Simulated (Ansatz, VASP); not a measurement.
**Two plane-wave programs on Al3BP4**

```
Al B P
1.0
     5.27838   -0.00029    0.00024
    -0.00030    5.27886   -0.00007
    -2.63884   -2.63937    5.23691
Al B P
3 1 4
Direct
  0.74999 0.24997 0.50011
  0.24996 0.74991 0.49998
  0.50009 0.50008 0.99997
  0.00007 0.00008 0.00005
  0.10504 0.10496 0.77201
  0.66704 0.66709 0.77195
  0.89496 0.33290 0.22798
  0.33285 0.89500 0.22795
```

Change from the starting cell: cell x1, atoms moved at random (sigma 0.05 Å) and cell strained at random (1.5 %), then relaxed without symmetry.

Alike in both runs: functional PBE; k mesh 4 × 4 × 4; occupations gaussian, width 0.1 eV; no spin polarisation.

Ansatz relaxed the structure, and its values are those at the end. VASP's run is a single point on that final structure, the one shown.

```csv
,VASP,Ansatz
version,VASP 6.6.1,Ansatz 0.2.0
potentials or method,"VASP PAW PBE potentials, release 64 (Al, B, P), cutoff 520 eV","scalar-relativistic, plane waves, PAW"
valence electrons in the cell,32,32
```

```tsv
	VASP	Ansatz	Ansatz less VASP
gap on the k mesh at the Fermi level (eV)	1.13	1.14	+0.002
least direct gap on the mesh (eV)	1.13	1.14	+0.002
pressure (GPa)	0.1	0.2	+0.12
rms of the force components (eV/Å)	0.013	0.013	0.0000
```

With one functional, cell and mesh, what is left measures potentials, basis and numerics.
